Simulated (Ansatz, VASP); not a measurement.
# Two plane-wave programs on ZnS

Contents of INCAR:

```
PREC = Accurate
ENCUT = 500
EDIFF = 1E-6
ISMEAR = 1
SIGMA = 0.1
LREAL = False
LASPH = True
NELM = 120
ALGO = Normal
ISIF = 2
LWAVE = False
LCHARG = False
GGA = RP
NBANDS = 16
GGA_COMPAT = False
```

The input KPOINTS:

```
regular mesh
0
Gamma
  4 4 4
```

POSCAR

```
ZnS
1.0
    0.0000000000      2.6936828773      2.6936828773
    2.6936828773      0.0000000000      2.6936828773
    2.6936828773      2.6936828773      0.0000000000
Zn S
1 1
Direct
    0.0000000000      0.0000000000      0.0000000000
    0.2500000000      0.2500000000      0.2500000000
```

Input for Ansatz:

```yaml
crystal:
  lattice:
    - [0.0, 2.6936828773, 2.6936828773]
    - [2.6936828773, 0.0, 2.6936828773]
    - [2.6936828773, 2.6936828773, 0.0]
  atoms:
    - { symbol: Zn, position: [0.0, 0.0, 0.0] }
    - { symbol: S, position: [0.25, 0.25, 0.25] }
basis:
  ecutwfc: "22 Ha"
  ecutrho_ratio: 6
kpoints:
  mp_grid: { grid: [4, 4, 4] }
hamiltonian:
  xc: rpbe
scf:
  occupations: { method: methfessel_paxton }
output:
  forces: true
  stress: true
  eigenvalues: true
  optics: { e_range: [0, 10], sigma: 0.2 }
```

Alike in both runs: task single point; functional RPBE; k mesh 4 × 4 × 4; no spin polarisation.

```csv
,VASP,Ansatz
version,VASP 6.6.1,Ansatz 0.2.0
potentials or method,"VASP PAW PBE potentials, release 64 (Zn, S), cutoff 500 eV","scalar-relativistic, plane waves, PAW"
occupations,"methfessel-paxton of order 1, width 0.1 eV",methfessel-paxton of order 1
valence electrons in the cell,18,18
```

```csv
,VASP,Ansatz,Ansatz less VASP
gap on the k mesh at the Fermi level (eV),2.32,2.32,+0.001
least direct gap on the mesh (eV),2.32,2.32,+0.001
pressure (GPa),5.4,5.3,-0.14
```

VASP's potentials were made for PBE, not for RPBE.

The k mesh is coarse, so the values compare programs but aren't converged.
